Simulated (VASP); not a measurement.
# In3Se (Pm-3m) in VASP: further runs, part 3 of 3

VASP 6.6.1. Earlier steps stand in the parts before.

### Step 5. Relaxation of cell and atoms, PBE

Contents of INCAR:

```
SYSTEM = In3Se
PREC = Accurate
ENCUT = 600
EDIFF = 1E-7
ISMEAR = 0
SIGMA = 0.1
LREAL = .False.
LASPH = .True.
NELM = 60
ALGO = Normal
ISIF = 3
LWAVE = .False.
LCHARG = .False.
GGA = PE
IBRION = 2
NSW = 80
EDIFFG = -0.01
```

Contents of KPOINTS:

```
regular mesh
0
Gamma
  10 10 10
  0 0 0
```

Contents of POSCAR:

```
In3Se
1.0
    4.8037580000      0.0000000000      0.0000000000
    0.0000000000      4.8037580000      0.0000000000
    0.0000000000      0.0000000000      4.8037580000
In Se
3 1
Direct
    0.0000000000      0.5000000000      0.5000000000
    0.5000000000      0.0000000000      0.5000000000
    0.5000000000      0.5000000000      0.0000000000
    0.0000000000      0.0000000000      0.0000000000
```

Potentials or basis: VASP PAW PBE potentials, release 64 (In_d, Se).

On the command line:

```
$ cat potpaw_PBE.64/In_d/POTCAR potpaw_PBE.64/Se/POTCAR > POTCAR
$ mpirun -np 1 vasp_std > vasp.out
```

OUTCAR:

```text
SYSTEM = In3Se
   PREC = Accurate
   ENCUT = 600
   EDIFF = 1E-7
   ISMEAR = 0
   LREAL = .False.
   LASPH = .True.
   NELM = 60
   ISIF = 3
   GGA = PE
   IBRION = 2
   NSW = 80
   EDIFFG = -0.01

 ion  position               nearest neighbor table
   1  0.000  0.500  0.500-   2 3.40   3 3.40   4 3.40   3 3.40   4 3.40   2 3.40   4 3.40   4 3.40
                             2 3.40   3 3.40   3 3.40   2 3.40
   2  0.500  0.000  0.500-   1 3.40   3 3.40   4 3.40   3 3.40   4 3.40   1 3.40   3 3.40   3 3.40
                             1 3.40   4 3.40   4 3.40   1 3.40
   3  0.500  0.500  0.000-   1 3.40   2 3.40   4 3.40   1 3.40   2 3.40   2 3.40   4 3.40   2 3.40
                             1 3.40   4 3.40   1 3.40   4 3.40
   4  0.000  0.000  0.000-   1 3.40   2 3.40   3 3.40   1 3.40   2 3.40   1 3.40   3 3.40   1 3.40
                             2 3.40   3 3.40   2 3.40   3 3.40

  LATTYP: Found a simple cubic cell.
 ALAT       =     4.8037580000

  Lattice vectors:

 A1 = (   4.8037580000,   0.0000000000,   0.0000000000)
 A2 = (   0.0000000000,   4.8037580000,   0.0000000000)
 A3 = (   0.0000000000,   0.0000000000,   4.8037580000)

Analysis of symmetry for initial positions (statically):
=====================================================================
 Subroutine PRICEL returns:
 Original cell was already a primitive cell.

 Routine SETGRP: Setting up the symmetry group for a
 simple cubic supercell.

 Subroutine GETGRP returns: Found 48 space group operations
 (whereof 48 operations were pure point group operations)
 out of a pool of 48 trial point group operations.

The static configuration has the point symmetry O_h .

Analysis of symmetry for dynamics (positions and initial velocities):
=====================================================================
 Subroutine PRICEL returns:
[... 186 lines left out ...]
      0.00000      2.40188      2.40188         0.000000      0.000000      0.000000
      2.40188      0.00000      2.40188         0.000000      0.000000      0.000000
      2.40188      2.40188      0.00000         0.000000      0.000000      0.000000
      0.00000      0.00000      0.00000         0.000000      0.000000      0.000000
 -----------------------------------------------------------------------------------
    total drift:                               -0.000000     -0.000000     -0.000000

  FREE ENERGIE OF THE ION-ELECTRON SYSTEM (eV)
  ---------------------------------------------------
  free  energy   TOTEN  =       -11.6841323356 eV

  energy  without entropy=      -11.6745940030  energy(sigma->0) =      -11.67936317

--------------------------------------- Ionic step        2  -------------------------------------------

 number of electron      45.0000006 magnetization

 Free energy of the ion-electron system (eV)
  ---------------------------------------------------
  ext. energy  EPLUGINS =         0.00000000
  ---------------------------------------------------
  free energy    TOTEN  =       -11.68509614 eV

  energy without entropy =      -11.67559422  energy(sigma->0) =      -11.68034518

 E-fermi :   6.0077     XC(G=0):  -9.7752

 val. band max:        5.9881401649   @ k =   0.5000   0.4000   0.1000
 cond. band min:       6.0104369462   @ k =   0.4000   0.2000   0.2000
 fundamental gap:      0.0222967814
 Fermi energy:         6.0076934096

 k-point     1 :       0.0000    0.0000    0.0000
  band No.  band energies     occupation
      1      -8.7670      2.00000
      2      -8.7623      2.00000
      3      -8.7623      2.00000
      4      -8.7623      2.00000
      5      -8.6409      2.00000
      6      -8.6409      2.00000
[... 709 lines left out ...]
     26       8.2916      0.00000
     27       8.8998      0.00000

 [... further k-points ...]
[... 5 lines left out ...]
  --------------------------------------------------------------------------------------
  -------------------------------------------------------------------------------------
  Total       -0.0393641     -0.0393641     -0.0393641      0.0000000     -0.0000000      0.0000000
  in kB       -0.5732657     -0.5732657     -0.5732657      0.0000000     -0.0000000      0.0000000
  external PRESSURE =      -0.5732657 kB  Pullay stress =       0.0000000 kB

 VOLUME and BASIS-vectors are now :
 -----------------------------------------------------------------------------
  energy-cutoff  :      600.00
  volume of cell :      110.02
      direct lattice vectors                 reciprocal lattice vectors
     4.791648279 -0.000000000  0.000000000     0.208696453 -0.000000000 -0.000000000
     0.000000000  4.791648279 -0.000000000     0.000000000  0.208696453 -0.000000000
     0.000000000  0.000000000  4.791648279     0.000000000  0.000000000  0.208696453

 POSITION                                       TOTAL-FORCE (eV/Angst)
 -----------------------------------------------------------------------------------
      0.00000      2.39582      2.39582        -0.000000     -0.000000      0.000000
      2.39582     -0.00000      2.39582        -0.000000     -0.000000      0.000000
      2.39582      2.39582     -0.00000         0.000000      0.000000      0.000000
      0.00000      0.00000      0.00000         0.000000      0.000000      0.000000
 -----------------------------------------------------------------------------------
    total drift:                               -0.000000     -0.000000     -0.000000

  FREE ENERGIE OF THE ION-ELECTRON SYSTEM (eV)
  ---------------------------------------------------
  free  energy   TOTEN  =       -11.6850961414 eV

  energy  without entropy=      -11.6755942243  energy(sigma->0) =      -11.68034518

 reached required accuracy - stopping structural energy minimisation
```

OSZICAR:

```text
N       E                     dE             d eps       ncg     rms          rms(c)
DAV:   1     0.405383057511E+03    0.40538E+03   -0.23573E+04  3024   0.227E+03
DAV:   2     0.288807333571E+02   -0.37650E+03   -0.37174E+03  3024   0.486E+02
DAV:   3    -0.101366008400E+02   -0.39017E+02   -0.37784E+02  3787   0.173E+02
[... 16 lines left out ...]
DAV:   5    -0.116850880304E+02    0.16038E-04   -0.62196E-05  3970   0.788E-02    0.223E-02
DAV:   6    -0.116850952607E+02   -0.72303E-05   -0.85346E-06  3414   0.188E-02    0.590E-03
DAV:   7    -0.116850956897E+02   -0.42902E-06   -0.48659E-07  2836   0.586E-03    0.143E-03
DAV:   8    -0.116850961192E+02   -0.42945E-06   -0.12807E-07  1992   0.336E-03    0.292E-04
DAV:   9    -0.116850961414E+02   -0.22270E-07   -0.17688E-08  1620   0.155E-03
   2 F= -.11685096E+02 E0= -.11680345E+02  d E =-.963806E-03
```

CONTCAR:

```text
In3Se
   1.00000000000000
     4.7916482787454591   -0.0000000000000000    0.0000000000000000
     0.0000000000000000    4.7916482787454591   -0.0000000000000000
     0.0000000000000000    0.0000000000000000    4.7916482787454591
  In              Se
     3     1
Direct
     0.0000000000000000    0.5000000000000000    0.5000000000000000
     0.5000000000000000    0.0000000000000000    0.5000000000000000
     0.5000000000000000    0.5000000000000000    0.0000000000000000
     0.0000000000000000    0.0000000000000000    0.0000000000000000

  0.00000000E+00  0.00000000E+00  0.00000000E+00
  0.00000000E+00  0.00000000E+00  0.00000000E+00
  0.00000000E+00  0.00000000E+00  0.00000000E+00
  0.00000000E+00  0.00000000E+00  0.00000000E+00
```

Run time: 4.8 min. Hardware: 1 thread of Intel Xeon 6975P-C, shared host; peak memory 0.37 GiB.

Results:

```yaml
Free_energy: -11.6851 eV
Relaxed_volume: 27.50 Å³/atom
Relaxed_cell: a = 4.792 Å, b = 4.792 Å, c = 4.792 Å, α = 90.00°, β = 90.00°, γ = 90.00°
Space_group_after_relaxing_to_0.05_Å: Pm-3m (No. 221)
Energy_gained_by_relaxing: 0.2 meV/atom
Ionic_steps: 2
Pressure_after_relaxing: -0.1 GPa
```

Step by step:
| step | energy change (eV) | largest force (eV/Å) | pressure (GPa) | volume (Å³) |
| --- | --- | --- | --- | --- |
| 1 | 0.0000 | 0.0000 | -0.30 | 110.85 |
| 2 | -0.0010 | 0.0000 | -0.06 | 110.02 |

Final structure:
```
In Se
1.0
     4.79165    0.00000    0.00000
     0.00000    4.79165    0.00000
     0.00000    0.00000    4.79165
In Se
3 1
Direct
  0.00000 0.50000 0.50000
  0.50000 0.00000 0.50000
  0.50000 0.50000 0.00000
  0.00000 0.00000 0.00000
```

Levels at points of the mesh, in eV from the Fermi level:
```
           k point  band 20  band 21  band 22  band 23  band 24  band 25
(0.00, 0.00, 0.00)    -3.25    -2.18    -2.18     1.16     1.16     1.16
(0.50, 0.00, 0.00)    -2.43    -1.63    -1.02    -0.07    -0.07     1.43
(0.50, 0.50, 0.00)    -1.94    -0.82    -0.67    -0.67     1.43     1.81
(0.50, 0.50, 0.50)    -4.15    -4.15    -4.15    -3.19     3.05     3.05
```

Caveat: spin-orbit coupling is left out, which moves the levels of the heavy elements.

### Step 6. The runs side by side

| task | level | potentials or basis | cell | cutoff (eV) | gap on the mesh (eV) | pressure (GPa) |
| --- | --- | --- | --- | --- | --- | --- |
| single point | PBE | VASP PAW PBE potentials, release 64 (In_d, Se) | as given | 520 | none | -0.3 |
| single point | LDA | VASP PAW LDA potentials, release 64 (In_d, Se) | as given | 520 | none | -4.3 |
| single point | PBEsol | VASP PAW PBE potentials, release 64 (In_d, Se) | as given | 520 | none | -3.0 |
| relaxation of cell and atoms | PBE | VASP PAW PBE potentials, release 64 (In_d, Se) | relaxed | 600 | none | -0.1 |

Alike in all rows: no spin polarisation; k mesh 10 × 10 × 10; smearing gaussian 0.1 eV.

Caveats: spin-orbit coupling is left out, which moves the levels of the heavy elements; the PAW data sets were made with another functional, which shifts forces and pressure a little (some runs).

Total energies depend on the potentials used, so only differences within one code and one set of settings carry meaning.
